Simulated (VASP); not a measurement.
A run of VASP 6.6.1 is set up as follows.

Contents of INCAR:

```
SYSTEM = Mg7O
PREC     = Accurate       ! precision mode
ENCUT    = 520            ! plane-wave cutoff, eV
EDIFF    = 1E-7           ! SCF threshold, eV
ISMEAR   = 0              ! smearing method
SIGMA    = 0.1            ! smearing width, eV
LREAL    = .False.        ! projectors in reciprocal space
LASPH    = .True.         ! aspherical terms in the spheres
NELM     = 150            ! most SCF steps
ALGO     = Normal         ! electronic algorithm
ISIF     = 2              ! what is computed and relaxed
LWAVE    = .False.        ! write WAVECAR
LCHARG   = .False.        ! write CHGCAR
ISPIN    = 2              ! spin polarisation
MAGMOM   = 0 0 0 0 0 0 0 1 ! initial moments
LORBIT   = 11             ! projections on sites
GGA      = PE             ! functional
NBANDS   = 24             ! bands
```

File KPOINTS:

```
Automatic mesh
0
Gamma
  4 4 4
  0 0 0
```

Contents of POSCAR:

```
Mg7O
1.0
    0.0000000000      3.9315929100      3.9315929100
    3.9315929100      0.0000000000      3.9315929100
    3.9315929100      3.9315929100      0.0000000000
Mg O
7 1
Direct
    0.0000000000      0.0000000000      0.5000000000
    0.5000000000      0.0000000000      0.5000000000
    0.0000000000      0.5000000000      0.5000000000
    0.5000000000      0.5000000000      0.0000000000
    0.0000000000      0.5000000000      0.0000000000
    0.5000000000      0.0000000000      0.0000000000
    0.5000000000      0.5000000000      0.5000000000
    0.0000000000      0.0000000000      0.0000000000
```

Potentials or basis: VASP PAW PBE potentials, release 64 (Mg, O).

Command:

```bash
$ cat potpaw_PBE.64/Mg/POTCAR potpaw_PBE.64/O/POTCAR > POTCAR
$ mpirun -np 1 vasp_std > vasp.out
```

**Question.** Estimate the net moment.

**Answer.** 0.00 μB per cell.

**Question.** What does it give for the band gap on the k mesh?

**Answer.** Zero (filled and empty bands overlap).

**Question.** Estimate the pressure.

**Answer.** 20.7 GPa.
